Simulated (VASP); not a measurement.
# GaN (F-43m) in VASP: further runs

GaN is run at these levels: PBEsol; tasks: single point.

Program: VASP 6.6.1. These are calculated values, not measurements. Logs are shortened: lines on timing, memory, paths and dates and some standing lists are left out, and cuts for length are marked.

**1. The cell of the first run**

Symmetry: F-43m, No. 216, cubic system. Conventional cell: a = 4.453 Å, b = 4.453 Å, c = 4.453 Å, α = 90.00°, β = 90.00°, γ = 90.00°. Within 2.6 Å of Ga (site symmetry -43m) lie 4 N at 1.93 Å. Within 2.6 Å of N (site symmetry -43m) lie 4 Ga at 1.93 Å.

**2. Single point, PBEsol**

Input file INCAR:

```
SYSTEM = GaN
ALGO = Normal ; EDIFF = 1E-6
ENCUT = 600 ; GGA = PS
GGA_COMPAT = .False. ; ISIF = 2
ISMEAR = 0 ; LASPH = .True.
LCHARG = .False. ; LREAL = .False.
LWAVE = .False. ; NBANDS = 16
NELM = 120 ; PREC = Accurate
SIGMA = 0.01
```

Input file KPOINTS:

```
k-points
0
Gamma
  8 8 8
  0 0 0
```

Input file POSCAR:

```
GaN
1.0
    0.0000000000      2.2267265593      2.2267265593
    2.2267265593      0.0000000000      2.2267265593
    2.2267265593      2.2267265593      0.0000000000
Ga N
1 1
Direct
    0.0000000000      0.0000000000      0.0000000000
    0.2500000000      0.2500000000      0.2500000000
```

Potentials or basis: VASP PAW PBE potentials, release 64 (Ga_d, N).

Run with:

```sh
> cat potpaw_PBE.64/Ga_d/POTCAR potpaw_PBE.64/N/POTCAR > POTCAR
> mpirun -np 1 vasp_std > vasp.out
```

OUTCAR:

```text
SYSTEM = GaN
   EDIFF = 1E-6
   ENCUT = 600
   GGA = PS
   ISIF = 2
   ISMEAR = 0
   LASPH = .True.
   LREAL = .False.
   NELM = 120
   PREC = Accurate

 ion  position               nearest neighbor table
   1  0.000  0.000  0.000-   2 1.93   2 1.93   2 1.93   2 1.93
   2  0.250  0.250  0.250-   1 1.93   1 1.93   1 1.93   1 1.93

  LATTYP: Found a face centered cubic cell.
 ALAT       =     4.4534531186

  Lattice vectors:

 A1 = (   0.0000000000,   2.2267265593,   2.2267265593)
 A2 = (   2.2267265593,   0.0000000000,   2.2267265593)
 A3 = (   2.2267265593,   2.2267265593,   0.0000000000)

Analysis of symmetry for initial positions (statically):
=====================================================================
 Subroutine PRICEL returns:
 Original cell was already a primitive cell.

 Routine SETGRP: Setting up the symmetry group for a
 face centered cubic supercell.

 Subroutine GETGRP returns: Found 24 space group operations
 (whereof 24 operations were pure point group operations)
 out of a pool of 48 trial point group operations.

The static configuration has the point symmetry T_d .

Analysis of symmetry for dynamics (positions and initial velocities):
=====================================================================
 Subroutine PRICEL returns:
 Original cell was already a primitive cell.

 Routine SETGRP: Setting up the symmetry group for a
 face centered cubic supercell.

 Subroutine GETGRP returns: Found 24 space group operations
 (whereof 24 operations were pure point group operations)
 out of a pool of 48 trial point group operations.

The dynamic configuration has the point symmetry T_d .

 Subroutine INISYM returns: Found 24 space group operations
 (whereof 24 operations are pure point group operations),
 and found     1 'primitive' translations

----------------------------------------------------------------------------------------

                                     Primitive cell

  volume of cell :      22.0816

  direct lattice vectors                    reciprocal lattice vectors
     0.000000000  2.226726559  2.226726559    -0.224544858  0.224544858  0.224544858
     2.226726559  0.000000000  2.226726559     0.224544858 -0.224544858  0.224544858
     2.226726559  2.226726559  0.000000000     0.224544858  0.224544858 -0.224544858

  length of vectors
     3.149066900  3.149066900  3.149066900     0.388923103  0.388923103  0.388923103

  position of ions in fractional coordinates (direct lattice)
     0.000000000  0.000000000  0.000000000
     0.250000000  0.250000000  0.250000000

  ion indices of the primitive-cell ions
   primitive index   ion index
                 1           1
                 2           2

----------------------------------------------------------------------------------------

 KPOINTS: k-points

Automatic generation of k-mesh.
 Grid dimensions read from file:
 generate k-points for:    8    8    8

 Generating k-lattice:

  Cartesian coordinates                     Fractional coordinates (reciprocal lattice)
    -0.028068107  0.028068107  0.028068107     0.125000000  0.000000000  0.000000000
     0.028068107 -0.028068107  0.028068107     0.000000000  0.125000000  0.000000000
     0.028068107  0.028068107 -0.028068107     0.000000000  0.000000000  0.125000000

  Length of vectors
     0.048615388  0.048615388  0.048615388

  Shift w.r.t. Gamma in fractional coordinates (k-lattice)
     0.000000000  0.000000000  0.000000000

 Subroutine IBZKPT returns following result:
 ===========================================

 Found     29 irreducible k-points:

 Following reciprocal coordinates:
            Coordinates               Weight
  0.000000  0.000000  0.000000      1.000000
  0.125000  0.000000  0.000000      8.000000
  0.250000  0.000000  0.000000      8.000000
  0.375000  0.000000  0.000000      8.000000
  0.500000  0.000000  0.000000      4.000000
  0.125000  0.125000  0.000000      6.000000
[... 16 lines left out ...]
  0.500000  0.250000  0.125000     48.000000
 -0.375000  0.250000  0.125000     24.000000
 [... further k-points ...]
   k-points           NKPTS =     29   k-points in BZ     NKDIM =     29   number of bands    NBANDS=     16
   number of dos      NEDOS =    301   number of ions     NIONS =      2
   total plane-waves  NPLWV =  21952
   dimension x,y,z NGX =    28 NGY =   28 NGZ =   28
   dimension x,y,z NGXF=    56 NGYF=   56 NGZF=   56
   ions per type =               1   1
   NGX,Y,Z   is equivalent  to a cutoff of  14.78, 14.78, 14.78 a.u.
   NGXF,Y,Z  is equivalent  to a cutoff of  29.56, 29.56, 29.56 a.u.
 SYSTEM =  GaN
   PREC   = accura    normal or accurate (medium, high low for compatibility)
   ISTART =      0    job   : 0-new  1-cont  2-samecut
   ICHARG =      2    charge: 1-file 2-atom 10-const
   ISPIN  =      1    spin polarized calculation?
   LNONCOLLINEAR =      F non collinear calculations
   LSORBIT =      F    spin-orbit coupling
   LASPH  =      T    aspherical Exc in radial PAW
   ENCUT  =  600.0 eV  44.10 Ry    6.64 a.u.   6.29  6.29  6.29*2*pi/ulx,y,z
   NELM   =    120;   NELMIN=  2; NELMDL= -5     # of ELM steps
   EDIFF  = 0.1E-05   stopping-criterion for ELM
   LREAL  =      F    real-space projection
[... 7 lines left out ...]
   TEBEG  =    0.0;   TEEND  =   0.0 temperature during run
   PSTRESS=    0.0 pullay stress
   NELECT =      18.0000    total number of electrons
   NUPDOWN=      -1.0000    fix difference up-down
   EMIN   =  10.00;   EMAX   =-10.00  energy-range for DOS
   EFERMI =   0.00;   METHOD = LEGACY
   ISMEAR =     0;   SIGMA  =   0.01  broadening in eV -4-tet -1-fermi 0-gaus
   EFERMI_NEDOS =   21; number of points for ismear=-14 and -15
   IALGO  =     38    algorithm
   IMIX   =      4    mixing-type and parameters
     AMIX     =   0.40;   BMIX     =  1.00
     AMIX_MAG =   1.60;   BMIX_MAG =  1.00
  volume/ion in A,a.u.               =      11.04        74.51
  Fermi-wavevector in a.u.,A,eV,Ry     =   1.529286  2.889932 31.820168  2.338716
  Thomas-Fermi vector in A             =   2.636928
   LORBIT       =      0    0 simple, 1 ext, 2 COOP (PROOUT), +10 PAW based schemes
   GGA     = PS    functional components
   LHFCALC =     F    Hartree Fock is set to
   AEXX    =    0.0000 exact exchange contribution
   IVDW    =     0    specifies the selected vdW correction
   LEPSILON=     F    determine dielectric tensor
   LRPA    =     F    only Hartree local field effects (RPA)
 non-spin polarized calculation
 Gauss-broadening in eV      SIGMA  =   0.01
  energy-cutoff  :      600.00
  volume of cell :       22.08
 maximum number of plane-waves:       754
 NGX is ok and might be reduce to    28
   NGX = 13   NGY = 13   NGZ = 13

 number of electron      18.0000000 magnetization

 Free energy of the ion-electron system (eV)
  ---------------------------------------------------
  ext. energy  EPLUGINS =         0.00000000
  ---------------------------------------------------
  free energy    TOTEN  =       -13.11218771 eV

  energy without entropy =      -13.11218771  energy(sigma->0) =      -13.11218771

 E-fermi :   5.6763     XC(G=0): -12.0957

 val. band max:        5.5490172941   @ k =   0.0000   0.0000   0.0000
 cond. band min:       7.4610346179   @ k =   0.0000   0.0000   0.0000
 fundamental gap:      1.9120173238
 Fermi energy:         5.6763119077

 k-point     1 :       0.0000    0.0000    0.0000
  band No.  band energies     occupation
      1     -10.7002      2.00000
      2      -7.8936      2.00000
      3      -7.8936      2.00000
      4      -7.8936      2.00000
      5      -7.5299      2.00000
      6      -7.5299      2.00000
[... 8 lines left out ...]
     15      24.5125      0.00000
     16      24.5125      0.00000

 k-point     2 :       0.1250    0.0000    0.0000
  band No.  band energies     occupation
      1     -10.5149      2.00000
      2      -7.8705      2.00000
      3      -7.8705      2.00000
      4      -7.8356      2.00000
      5      -7.5319      2.00000
      6      -7.5319      2.00000
[... 8 lines left out ...]
     15      22.9124      0.00000
     16      22.9124      0.00000

 k-point     3 :       0.2500    0.0000    0.0000
  band No.  band energies     occupation
      1     -10.0876      2.00000
      2      -7.8250      2.00000
      3      -7.8250      2.00000
      4      -7.5489      2.00000
      5      -7.5251      2.00000
      6      -7.5251      2.00000
[... 8 lines left out ...]
     15      22.5403      0.00000
     16      22.5403      0.00000

 k-point     4 :       0.3750    0.0000    0.0000
  band No.  band energies     occupation
      1      -9.7437      2.00000
      2      -7.7994      2.00000
      3      -7.7994      2.00000
      4      -7.4963      2.00000
      5      -7.4963      2.00000
      6      -6.8465      2.00000
[... 8 lines left out ...]
     15      24.0420      0.00000
     16      24.0420      0.00000

 k-point     5 :       0.5000    0.0000    0.0000
  band No.  band energies     occupation
      1      -9.6394      2.00000
      2      -7.7950      2.00000
      3      -7.7950      2.00000
      4      -7.4775      2.00000
      5      -7.4775      2.00000
      6      -6.2783      2.00000
[... 8 lines left out ...]
     15      25.5179      0.00000
     16      25.5179      0.00000

 k-point     6 :       0.1250    0.1250    0.0000
  band No.  band energies     occupation
      1     -10.4541      2.00000
      2      -7.8490      2.00000
      3      -7.8490      2.00000
      4      -7.8454      2.00000
      5      -7.5464      2.00000
      6      -7.5173      2.00000
[... 8 lines left out ...]
     15      25.5624      0.00000
     16      25.6373      0.00000
[... 267 lines left out ...]
 k-point    21 :       0.5000    0.5000    0.0000
  band No.  band energies     occupation
      1      -9.4295      2.00000
      2      -7.8097      2.00000
      3      -7.5497      2.00000
      4      -7.5497      2.00000
      5      -7.4438      2.00000
      6      -5.8577      2.00000
[... 8 lines left out ...]
     15      27.8684      0.00000
     16      30.4210      0.00000

 k-point    22 :       0.3750    0.2500    0.1250
  band No.  band energies     occupation
      1      -9.8129      2.00000
      2      -7.7787      2.00000
      3      -7.7559      2.00000
      4      -7.6314      2.00000
      5      -7.5007      2.00000
      6      -7.1794      2.00000
[... 8 lines left out ...]
     15      24.8876      0.00000
     16      27.2176      0.00000

 k-point    23 :       0.5000    0.2500    0.1250
  band No.  band energies     occupation
      1      -9.5896      2.00000
      2      -7.7714      2.00000
      3      -7.7211      2.00000
      4      -7.5871      2.00000
      5      -7.4923      2.00000
      6      -6.4565      2.00000
[... 8 lines left out ...]
     15      25.0066      0.00000
     16      27.0012      0.00000

 k-point    24 :      -0.3750    0.2500    0.1250
  band No.  band energies     occupation
      1      -9.5217      2.00000
      2      -7.7780      2.00000
      3      -7.7072      2.00000
      4      -7.5555      2.00000
      5      -7.4939      2.00000
      6      -5.9516      2.00000
[... 8 lines left out ...]
     15      24.5517      0.00000
     16      26.9227      0.00000

 [... further k-points ...]

------------------------ aborting loop because EDIFF is reached ----------------------------------------

  FORCE on cell =-STRESS in cart. coord.  units (eV):
  Direction    XX          YY          ZZ          XY          YZ          ZX
  --------------------------------------------------------------------------------------
  -------------------------------------------------------------------------------------
  Total        0.7689936      0.7689936      0.7689936      0.0000000      0.0000000     -0.0000000
  in kB       55.7959473     55.7959473     55.7959473      0.0000000      0.0000000     -0.0000000
  external PRESSURE =      55.7959473 kB  Pullay stress =       0.0000000 kB

 VOLUME and BASIS-vectors are now :
 -----------------------------------------------------------------------------
  energy-cutoff  :      600.00
  volume of cell :       22.08
      direct lattice vectors                 reciprocal lattice vectors
     0.000000000  2.226726559  2.226726559    -0.224544858  0.224544858  0.224544858
     2.226726559  0.000000000  2.226726559     0.224544858 -0.224544858  0.224544858
     2.226726559  2.226726559  0.000000000     0.224544858  0.224544858 -0.224544858

 POSITION                                       TOTAL-FORCE (eV/Angst)
 -----------------------------------------------------------------------------------
      0.00000      0.00000      0.00000        -0.000000     -0.000000     -0.000000
      1.11336      1.11336      1.11336         0.000000      0.000000      0.000000
 -----------------------------------------------------------------------------------
    total drift:                               -0.000000     -0.000000      0.000000

  FREE ENERGIE OF THE ION-ELECTRON SYSTEM (eV)
  ---------------------------------------------------
  free  energy   TOTEN  =       -13.1121877094 eV

  energy  without entropy=      -13.1121877094  energy(sigma->0) =      -13.11218771
```

Wall time 16 s (1 thread of Intel Xeon Platinum 8488C (Sapphire Rapids), shared host); peak memory 0.16 GiB.

Results:

```yaml
Free_energy: -13.1122 eV
Pressure: 5.6 GPa
Band_gap_on_the_k_mesh: 1.91 eV
```

Caveat: the cell stands under pressure; the PAW data sets were made with another functional, which shifts forces and pressure a little.

**3. Single point, PBEsol**

This run uses another cell than the first one, of 10.94 Å³/atom.

Input file INCAR:

```
PREC = Accurate
ENCUT = 600
EDIFF = 1E-6
ISMEAR = 0
SIGMA = 0.01
LREAL = F
LASPH = T
NELM = 120
ALGO = Normal
ISIF = 2
LWAVE = F
LCHARG = F
GGA = PS
NBANDS = 16
GGA_COMPAT = F
```

Input file KPOINTS:

```
Automatic mesh
0
Gamma
  8 8 8
```

Input file POSCAR:

```
GaN
1.0
    0.0000000000      2.2199429415      2.2199429415
    2.2199429415      0.0000000000      2.2199429415
    2.2199429415      2.2199429415      0.0000000000
Ga N
1 1
Direct
    0.0000000000      0.0000000000      0.0000000000
    0.2500000000      0.2500000000      0.2500000000
```

Potentials or basis: VASP PAW PBE potentials, release 64 (Ga_d, N).

Run with:

```sh
> cat potpaw_PBE.64/Ga_d/POTCAR potpaw_PBE.64/N/POTCAR > POTCAR
> mpirun -np 1 vasp_std > vasp.out
```

Wall time 16 s (1 thread of Intel Xeon Platinum 8488C (Sapphire Rapids), shared host); peak memory 0.16 GiB.

Results (log left out):

| Property | Result |
| --- | --- |
| Free energy | -13.1036 eV |
| Pressure | 7.6 GPa |
| Band gap on the k mesh | 1.97 eV |

Levels at points of the mesh, in eV from the valence-band top:
```csv
k point,band 5,band 6,band 7,band 8,band 9,band 10,band 11,band 12,band 13,band 14
"(0.00, 0.00, 0.00)",-13.08,-13.08,0.00,0.00,0.00,1.97,10.48,10.48,10.48,17.98
"(0.50, 0.00, 0.00)",-13.03,-11.83,-7.42,-1.04,-1.04,4.87,8.85,10.50,10.50,15.82
"(0.50, 0.50, 0.00)",-12.99,-11.41,-6.37,-2.90,-2.90,3.23,6.82,11.91,14.36,14.36
```

Caveat: the cell stands under pressure; the PAW data sets were made with another functional, which shifts forces and pressure a little.

(Part 1 of 2 ends here.)
